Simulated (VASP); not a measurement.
Set up this calculation in VASP 6.6.1, as the native input.

| Quantity | Value |
| --- | --- |
| Task | relaxation of cell and atoms |
| Functional | PBE |
| Potentials or basis | VASP PAW PBE potentials, release 64 (Pb_d, O) |
| Cutoff | 600 eV |
| k mesh | 6 × 6 × 6 |
| Occupations | gaussian, width 0.02 eV |
| Spin | no spin polarisation |
| Dipole correction | no |
| Further INCAR settings | ALGO = Normal; EDIFF = 1e-07; IBRION = 2; EDIFFG = -0.01; NSW = 100; ISIF = 3 |

The structure of PbO2 lies in POSCAR:

```
PbO2
1.0
    5.6042061031      0.0000000000      0.0000000000
    0.0000000000      2.7528498444      3.5392240558
    0.0000000000     -2.7528498444      3.5392240558
Pb O
2 4
Direct
    0.0000000000      0.9935535586      0.9935535586
    0.5000000000      0.4935535586      0.4935535586
    0.9039477393      0.4417499953      0.2548153218
    0.4039477393      0.7548153218      0.9417499953
    0.5960522607      0.9417499953      0.7548153218
    0.0960522607      0.2548153218      0.4417499953
```

The cell was built from a structure type or drawn by symmetry, and may not be a known phase.

The input as run:

INCAR

```
SYSTEM = PbO2
ALGO = Normal ; EDIFF = 1E-7
EDIFFG = -0.01 ; ENCUT = 600
GGA = PE ; IBRION = 2
ISIF = 3 ; ISMEAR = 0
LASPH = .TRUE. ; LCHARG = .FALSE.
LREAL = .FALSE. ; LWAVE = .FALSE.
NELM = 60 ; NSW = 100
PREC = Accurate ; SIGMA = 0.02
```

KPOINTS

```
k-points
0
G
  6 6 6
  0 0 0
```

Potentials or basis: VASP PAW PBE potentials, release 64 (Pb_d, O).

Launch:

```bash
$ cat potpaw_PBE.64/Pb_d/POTCAR potpaw_PBE.64/O/POTCAR > POTCAR
$ mpirun -np 1 vasp_std > vasp.out
```

Results of the run:

The relaxed volume is 16.29 Å³/atom. The relaxed cell is a = 6.326 Å, b = 3.954 Å, c = 3.954 Å, α = 98.76°, β = 90.00°, γ = 90.00°. The space group after relaxing (to 0.1 Å) is Cmce (No. 64). The energy gained by relaxing is 34.8 meV/atom and the ionic steps are 45. The pressure after relaxing is 0.0 GPa and the largest force after relaxing is 0.010 eV/Å. The band gap on the k mesh is 0.45 eV (least direct gap 0.61 eV).

Caveat: spin-orbit coupling is left out, which moves the levels of the heavy elements.

Wall time 51 min on 1 thread of AMD EPYC 9R45 96-Core Processor (Zen 5), on a shared host, peak memory 0.34 GiB.
